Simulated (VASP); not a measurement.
# C2N (P-1) in VASP: notebook

C2N is run at these levels: PBE; tasks: single point.

Everything below comes from runs of VASP 6.6.1. Logs are shortened: lines on timing, memory, paths and dates and some standing lists are left out, and cuts for length are marked.

## (1) The cell of the first run

The typed cell holds 6 atoms: a = 2.328 Å, b = 2.796 Å, c = 3.481 Å, α = 70.41°, β = 78.95°, γ = 86.47°.

The cell was built from a structure type or drawn by symmetry, and may not be a known phase.

## (2) Single point, PBE

Input file INCAR:

```
PREC = Accurate
ENCUT = 520
EDIFF = 1E-7
ISMEAR = 0
SIGMA = 0.1
LREAL = False
LASPH = True
NELM = 80
ALGO = Normal
ISIF = 2
LWAVE = False
LCHARG = False
GGA = PE
NBANDS = 22
```

Input file KPOINTS:

```
regular mesh
0
Gamma
  8 6 6
```

Input file POSCAR:

```
C2N
1.0
    2.3277907800      0.0000000000      0.0000000000
    0.1723708100      2.7907859800      0.0000000000
    0.6671719600      1.1283629100      3.2251458900
C N
4 2
Direct
    0.2805090000      0.2817679900      0.8184990300
    0.7935289700      0.5222669800      0.6717619900
    0.2064710300      0.4777330200      0.3282380100
    0.7194910000      0.7182320100      0.1815009700
    0.8716260200      0.9803190200      0.7543720000
    0.1283739800      0.0196809800      0.2456280000
```

Potentials or basis: VASP PAW PBE potentials, release 64 (C, N).

Started as:

```bash
$ cat potpaw_PBE.64/C/POTCAR potpaw_PBE.64/N/POTCAR > POTCAR
$ mpirun -np 1 vasp_std > vasp.out
```

OUTCAR:

```text
PREC = Accurate
   ENCUT = 520
   EDIFF = 1E-7
   ISMEAR = 0
   LREAL = False
   LASPH = True
   NELM = 80
   ISIF = 2
   GGA = PE

 ion  position               nearest neighbor table
   1  0.281  0.282  0.818-   2 1.33   2 1.38   5 1.40   6 1.40   5 1.59   3 1.65   3 2.00   4 2.02
                             4 2.02
   2  0.794  0.522  0.672-   1 1.33   1 1.38   3 1.42   5 1.43   5 1.45   4 1.65   6 1.75   4 2.00
                             3 2.02
   3  0.206  0.478  0.328-   4 1.33   4 1.38   2 1.42   6 1.43   6 1.45   1 1.65   5 1.75   1 2.00
                             2 2.02
   4  0.719  0.718  0.182-   3 1.33   3 1.38   6 1.40   5 1.40   6 1.59   2 1.65   2 2.00   1 2.02
                             1 2.02
   5  0.872  0.980  0.754-   1 1.40   4 1.40   2 1.43   2 1.45   1 1.59   6 1.73   3 1.75
   6  0.128  0.020  0.246-   4 1.40   1 1.40   3 1.43   3 1.45   4 1.59   5 1.73   2 1.75

  LATTYP: Found a triclinic cell.
 ALAT       =     2.3277907800
 B/A-ratio  =     2.7064853433
 C/A-ratio  =     1.6320208090
 COS(alpha) =     0.0011311411
 COS(beta)  =     0.4371196399
 COS(gamma) =     0.8175039846

  Lattice vectors:

 A1 = (   2.3277907800,   0.0000000000,   0.0000000000)
 A2 = (   5.1503827100,  -1.6624230700,   3.2251458900)
 A3 = (   1.6606188200,  -1.1283629100,  -3.2251458900)

Analysis of symmetry for initial positions (statically):
=====================================================================
 Subroutine PRICEL returns:
 Original cell was already a primitive cell.

 Routine SETGRP: Setting up the symmetry group for a
 triclinic supercell.

 Subroutine GETGRP returns: Found  2 space group operations
 (whereof  2 operations were pure point group operations)
 out of a pool of  2 trial point group operations.

The static configuration has the point symmetry S_2 .

Analysis of symmetry for dynamics (positions and initial velocities):
=====================================================================
 Subroutine PRICEL returns:
 Original cell was already a primitive cell.

 Routine SETGRP: Setting up the symmetry group for a
 triclinic supercell.

 Subroutine GETGRP returns: Found  2 space group operations
 (whereof  2 operations were pure point group operations)
 out of a pool of  2 trial point group operations.

The dynamic configuration has the point symmetry S_2 .

 Subroutine INISYM returns: Found  2 space group operations
 (whereof  2 operations are pure point group operations),
 and found     1 'primitive' translations

[... 105 lines left out ...]
   NSW    =      0    number of steps for IOM
   IBRION =     -1    ionic relax: 0-MD 1-quasi-New 2-CG
   NFREE  =      0    steps in history (QN), initial steepest desc. (CG)
   ISIF   =      2    stress and relaxation
   ISYM   =      2    0-nonsym 1-usesym 2-fastsym
   POTIM  = 0.5000    time-step for ionic-motion
   TEBEG  =    0.0;   TEEND  =   0.0 temperature during run
   PSTRESS=    0.0 pullay stress
   NELECT =      26.0000    total number of electrons
   NUPDOWN=      -1.0000    fix difference up-down
   EMIN   =  10.00;   EMAX   =-10.00  energy-range for DOS
   EFERMI =   0.00;   METHOD = LEGACY
   ISMEAR =     0;   SIGMA  =   0.10  broadening in eV -4-tet -1-fermi 0-gaus
   EFERMI_NEDOS =   21; number of points for ismear=-14 and -15
   IALGO  =     38    algorithm
   IMIX   =      4    mixing-type and parameters
     AMIX     =   0.40;   BMIX     =  1.00
     AMIX_MAG =   1.60;   BMIX_MAG =  1.00
  volume/ion in A,a.u.               =       3.49        23.56
  Fermi-wavevector in a.u.,A,eV,Ry     =   1.759244  3.324489 42.109192  3.094938
  Thomas-Fermi vector in A             =   2.828244
   LORBIT       =      0    0 simple, 1 ext, 2 COOP (PROOUT), +10 PAW based schemes
   GGA     = PE    functional components
   LHFCALC =     F    Hartree Fock is set to
   AEXX    =    0.0000 exact exchange contribution
   IVDW    =     0    specifies the selected vdW correction
   LEPSILON=     F    determine dielectric tensor
   LRPA    =     F    only Hartree local field effects (RPA)
 non-spin polarized calculation
 Gauss-broadening in eV      SIGMA  =   0.10
  energy-cutoff  :      520.00
  volume of cell :       20.95
 maximum number of plane-waves:       574
 NGX is ok and might be reduce to    18
   NGX =  9   NGY = 11   NGZ = 13

 number of electron      25.9999998 magnetization

 Free energy of the ion-electron system (eV)
  ---------------------------------------------------
  ext. energy  EPLUGINS =         0.00000000
  ---------------------------------------------------
  free energy    TOTEN  =       -18.00716911 eV

  energy without entropy =      -18.00101077  energy(sigma->0) =      -18.00408994

 E-fermi :  21.0725     XC(G=0): -16.2276

 val. band max:       21.0445163517   @ k =   0.1250   0.5000   0.5000
 cond. band min:      21.0775718396   @ k =  -0.1250   0.1667   0.3333
 fundamental gap:      0.0330554879
 Fermi energy:        21.0725131515

 k-point     1 :       0.0000    0.0000    0.0000
  band No.  band energies     occupation
      1     -13.4466      2.00000
      2      -3.5836      2.00000
      3      -2.4945      2.00000
      4       2.7155      2.00000
      5       3.5803      2.00000
      6       4.6996      2.00000
[... 589 lines left out ...]
     21      33.0888      0.00000
     22      35.1353      0.00000

 [... further k-points ...]

------------------------ aborting loop because EDIFF is reached ----------------------------------------

  FORCE on cell =-STRESS in cart. coord.  units (eV):
  Direction    XX          YY          ZZ          XY          YZ          ZX
  --------------------------------------------------------------------------------------
  -------------------------------------------------------------------------------------
  Total       61.6582554     80.1634433     71.0943411     -0.2696233     -6.5428273     -2.3379024
  in kB     4715.0030053   6130.0935817   5436.5798945    -20.6180761   -500.3296026   -178.7792494
  external PRESSURE =    5427.2254938 kB  Pullay stress =       0.0000000 kB

 VOLUME and BASIS-vectors are now :
 -----------------------------------------------------------------------------
  energy-cutoff  :      520.00
  volume of cell :       20.95
      direct lattice vectors                 reciprocal lattice vectors
     2.327790780  0.000000000  0.000000000     0.429591873 -0.026533421 -0.079584717
     0.172370810  2.790785980  0.000000000     0.000000000  0.358321995 -0.125364018
     0.667171960  1.128362910  3.225145890     0.000000000  0.000000000  0.310063493

 POSITION                                       TOTAL-FORCE (eV/Angst)
 -----------------------------------------------------------------------------------
      1.24761      1.70992      2.63978        -2.191150      1.151728      3.453558
      2.38537      2.21553      2.16653         1.781166      4.430743      6.006258
      0.78196      1.70362      1.05862        -1.781166     -4.430743     -6.006258
      1.91972      2.20923      0.58537         2.191150     -1.151728     -3.453558
      2.70124      3.58707      2.43296        -3.598893    -13.663794      6.365966
      0.46610      0.33208      0.79219         3.598893     13.663794     -6.365966
 -----------------------------------------------------------------------------------
    total drift:                               -0.000000     -0.000000     -0.000000

  FREE ENERGIE OF THE ION-ELECTRON SYSTEM (eV)
  ---------------------------------------------------
  free  energy   TOTEN  =       -18.0071691111 eV

  energy  without entropy=      -18.0010107735  energy(sigma->0) =      -18.00408994
```

OSZICAR:

```text
N       E                     dE             d eps       ncg     rms          rms(c)
DAV:   1     0.106210288080E+03    0.10621E+03   -0.15487E+04  6512   0.124E+03
DAV:   2    -0.167986085316E+02   -0.12301E+03   -0.11679E+03  8094   0.286E+02
DAV:   3    -0.208388257664E+02   -0.40402E+01   -0.39974E+01  8472   0.451E+01
DAV:   4    -0.208617274522E+02   -0.22902E-01   -0.22874E-01  7526   0.326E+00
DAV:   5    -0.208619236282E+02   -0.19618E-03   -0.19616E-03  8690   0.236E-01    0.152E+01
DAV:   6    -0.186152681653E+02    0.22467E+01   -0.19500E+00  7954   0.955E+00    0.893E+00
DAV:   7    -0.180063888255E+02    0.60888E+00   -0.12784E+00  8322   0.813E+00    0.281E+00
DAV:   8    -0.180076830647E+02   -0.12942E-02   -0.53343E-02  8090   0.192E+00    0.101E+00
DAV:   9    -0.180072052216E+02    0.47784E-03   -0.36061E-03  8066   0.468E-01    0.154E-01
DAV:  10    -0.180071709387E+02    0.34283E-04   -0.42162E-04  8048   0.167E-01    0.250E-02
DAV:  11    -0.180071674072E+02    0.35314E-05   -0.24777E-05  8176   0.401E-02    0.887E-03
DAV:  12    -0.180071687161E+02   -0.13088E-05   -0.25317E-06  8310   0.126E-02    0.467E-03
DAV:  13    -0.180071690365E+02   -0.32041E-06   -0.14835E-07  5846   0.330E-03    0.116E-03
DAV:  14    -0.180071691111E+02   -0.74560E-07   -0.33884E-08  4642   0.172E-03
   1 F= -.18007169E+02 E0= -.18004090E+02  d E =-.615834E-02
```

Wall time 31 s (1 thread of Intel Xeon 6975P-C (Granite Rapids), shared host); peak memory 0.16 GiB.

Results:

```yaml
Free_energy: -18.0072 eV
Pressure: 542.7 GPa
Largest_force: 15.498 eV/Å
Band_gap_on_the_k_mesh: zero (bands 13 and 14 overlap by 3.53 eV)
```

Forces in eV/Å, atoms in the order of the input:
```
C    -2.191   1.152   3.454
C     1.781   4.431   6.006
C    -1.781  -4.431  -6.006
C     2.191  -1.152  -3.454
N    -3.599 -13.664   6.366
N     3.599  13.664  -6.366
```

Stress tensor (GPa, compression positive):
```
471.50  -2.06 -17.88
 -2.06 613.01 -50.03
-17.88 -50.03 543.66
```

Levels at points of the mesh, in eV from the Fermi level:
| k point | band 10 | band 11 | band 12 | band 13 | band 14 | band 15 | band 16 | band 17 |
| --- | --- | --- | --- | --- | --- | --- | --- | --- |
| (0.00, 0.00, 0.00) | -5.05 | -4.60 | -3.26 | -2.87 | 0.63 | 4.18 | 5.58 | 6.40 |
| (0.50, 0.00, 0.00) | -9.87 | -7.27 | -6.10 | -4.72 | -1.32 | 3.09 | 5.73 | 9.53 |
| (0.00, 0.50, 0.00) | -5.25 | -4.98 | -4.56 | -2.13 | 0.56 | 2.53 | 4.67 | 5.75 |
| (0.50, 0.50, 0.00) | -9.00 | -7.53 | -1.11 | 1.97 | 2.37 | 5.66 | 6.18 | 7.96 |
| (0.00, 0.00, 0.50) | -8.52 | -7.79 | -4.38 | -1.39 | -0.35 | 1.91 | 2.00 | 6.60 |
| (0.50, 0.00, 0.50) | -8.00 | -7.16 | -5.54 | -5.01 | -0.20 | 1.57 | 4.16 | 5.63 |
| (0.00, 0.50, 0.50) | -5.87 | -4.94 | -3.43 | -3.05 | -1.56 | 3.21 | 5.30 | 5.62 |
| (0.50, 0.50, 0.50) | -9.01 | -3.14 | 0.90 | 1.09 | 3.66 | 4.15 | 6.62 | 7.25 |

Caveat: the k points lie up to 0.40 Å⁻¹ apart, too coarse for converged energies and pressures of a metal; forces of over 1 eV/Å act on the atoms, so gaps and moduli don't describe the material at rest.

## (3) Single point, PBE

This run uses another cell than the first one, of 6.31 Å³/atom.

Input file INCAR:

```
PREC     = Accurate       # precision mode
ENCUT    = 520            # plane-wave cutoff, eV
EDIFF    = 1E-7           # SCF threshold, eV
ISMEAR   = 0              # smearing method
SIGMA    = 0.1            # smearing width, eV
LREAL    = F              # projectors in reciprocal space
LASPH    = T              # aspherical terms in the spheres
NELM     = 60             # most SCF steps
ALGO     = Normal         # electronic algorithm
ISIF     = 2              # what is computed and relaxed
LWAVE    = F              # write WAVECAR
LCHARG   = F              # write CHGCAR
GGA      = PE             # functional
NBANDS   = 22             # bands
```

KPOINTS is that of step 2.

Input file POSCAR:

```
C2N
1.0
    2.5523193152     -0.5703829485      0.3151843498
   -0.4948345865      3.5844231265     -0.5199626627
    0.8917263720      0.6749809267      4.2649706567
C N
4 2
Direct
    0.2170606372      0.2226504000      0.8067591474
    0.8905079312      0.4494832109      0.6787486874
    0.1094920688      0.5505167891      0.3212513126
    0.7829393628      0.7773496000      0.1932408526
    0.9400381213      0.7972111671      0.8463347808
    0.0599618787      0.2027888329      0.1536652192
```

Potentials or basis: VASP PAW PBE potentials, release 64 (C, N).

Started as:

```bash
$ cat potpaw_PBE.64/C/POTCAR potpaw_PBE.64/N/POTCAR > POTCAR
$ mpirun -np 1 vasp_std > vasp.out
```

Wall time 56 s (1 thread of Intel Xeon 6975P-C (Granite Rapids), shared host); peak memory 0.21 GiB.

It converged, with:

- Free energy: -49.6678 eV
- Pressure: 0.6 GPa
- Largest force: 0.074 eV/Å
- Band gap on the k mesh: 0.42 eV (least direct gap 1.56 eV)

Forces on the atoms (eV/Å):
```
C    0.019  0.021 -0.068
C   -0.005 -0.014 -0.004
C    0.005  0.014  0.004
C   -0.019 -0.021  0.068
N    0.005 -0.021 -0.037
N   -0.005  0.021  0.037
```

Stress tensor (GPa, compression positive):
```
 0.01  0.10 -0.06
 0.10  0.74  0.02
-0.06  0.02  1.05
```

Levels at points of the mesh, in eV from the valence-band top:
```
           k point  band 9  band 10  band 11  band 12  band 13  band 14  band 15  band 16  band 17  band 18
(0.00, 0.00, 0.00)   -7.70    -7.32    -6.62    -4.95    -2.58     1.70     3.06     3.68     4.76     6.37
(0.50, 0.00, 0.00)  -10.09    -9.71    -8.47    -5.51    -5.29     2.01     3.45     4.38     4.85     6.23
(0.00, 0.50, 0.00)   -7.78    -7.01    -4.67    -2.02     0.00     1.83     2.04     2.85     2.87     4.92
(0.50, 0.50, 0.00)   -9.70    -9.51    -6.87    -5.13    -3.87     2.37     3.51     4.62     4.62     5.78
(0.00, 0.00, 0.50)   -8.05    -7.07    -6.51    -3.67    -2.39     1.67     2.38     2.59     4.29     4.63
(0.50, 0.00, 0.50)   -9.73    -8.93    -7.08    -5.31    -4.08     1.76     3.90     4.17     4.41     4.61
(0.00, 0.50, 0.50)   -8.26    -7.52    -6.03    -2.11    -1.37     0.47     1.75     2.97     3.51     3.93
(0.50, 0.50, 0.50)  -10.41    -9.17    -8.11    -5.33    -5.30     2.27     3.73     4.60     5.60     5.97
```
